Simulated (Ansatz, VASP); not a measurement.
Two plane-wave programs on HfSc2O3

INCAR

```
ALGO     = Normal         # electronic algorithm
EDIFF    = 1E-7           # SCF threshold, eV
EDIFFG   = -0.04          # ionic threshold
ENCUT    = 600            # plane-wave cutoff, eV
GGA      = PE             # functional
IBRION   = 2              # ionic algorithm
ISIF     = 3              # what is computed and relaxed
ISMEAR   = 0              # smearing method
LASPH    = T              # aspherical terms in the spheres
LCHARG   = F              # write CHGCAR
LREAL    = F              # projectors in reciprocal space
LWAVE    = F              # write WAVECAR
NELM     = 100            # most SCF steps
NSW      = 90             # ionic steps
PREC     = Accurate       # precision mode
SIGMA    = 0.1            # smearing width, eV
```

Contents of KPOINTS:

```
k-points
0
Gamma
  6 6 4
```

File POSCAR:

```
HfSc2O3
1.0
    5.0832454300      0.0000000000      0.0000000000
   -2.5416227100      4.4022196700      0.0000000000
    0.0000000000      0.0000000000      3.8200010100
Hf Sc O
1 2 3
Direct
    0.0000000000      0.0000000000      0.0000000000
    0.6666666700      0.3333333300      0.0000000000
    0.3333333300      0.6666666700      0.0000000000
    0.5000000000      0.0000000000      0.5000000000
    0.5000000000      0.5000000000      0.5000000000
    0.0000000000      0.5000000000      0.5000000000
```

Input for Ansatz:

```yaml
crystal:
  lattice:
    - [5.08324543, 0.0, 0.0]
    - [-2.54162271, 4.40221967, 0.0]
    - [0.0, 0.0, 3.82000101]
  atoms:
    - { symbol: Hf, position: [0.0, 0.0, 0.0] }
    - { symbol: Sc, position: [0.66666667, 0.33333333, 0.0] }
    - { symbol: Sc, position: [0.33333333, 0.66666667, 0.0] }
    - { symbol: O, position: [0.5, 0.0, 0.5] }
    - { symbol: O, position: [0.5, 0.5, 0.5] }
    - { symbol: O, position: [0.0, 0.5, 0.5] }
basis:
  ecutwfc: 420
kpoints:
  mp_grid: { grid: [6, 6, 4] }
hamiltonian:
  xc: pbe
scf:
  occupations: { method: gaussian, width: 0.1 }
  lower_state_search: "off"
output:
  forces: true
  stress: true
  eigenvalues: true
relax:
  adjacent_minimum: "off"
  f_tol: 0.04
  max_steps: 70
  cell: { stress_tol: 0.4 }
```

Change from the starting cell: species swapped into the PrAl3Ni2 type (P6/mmm, No. 191).

Alike in both runs: task relaxation of cell and atoms; functional PBE; k mesh 6 × 6 × 4; occupations gaussian, width 0.1 eV; no spin polarisation.

```csv
,VASP,Ansatz
version,VASP 6.6.1,Ansatz 0.2.0
potentials or method,"VASP PAW PBE potentials, release 64 (Hf_pv, Sc_sv, O), cutoff 600 eV","scalar-relativistic, plane waves, PAW"
valence electrons in the cell,50,66
```

|  | VASP | Ansatz | Ansatz less VASP |
| --- | --- | --- | --- |
| gap on the k mesh at the Fermi level, each at its own relaxed structure (eV) | none | none | - |
| relaxed volume (Å³/atom) | 13.41 | 13.42 | +0.014 |
| relaxed cell length with the largest relative difference (Å) | 2.883 | 2.869 | -0.0137 |

A gap of «none» marks a metal or a gap that the smearing closes. VASP's potentials hold 50 valence electrons a cell and Ansatz's 66, so a difference there can come from the potentials and not from the codes.

The k mesh is coarse, so the values compare programs but aren't converged. Spin-orbit coupling is off throughout.
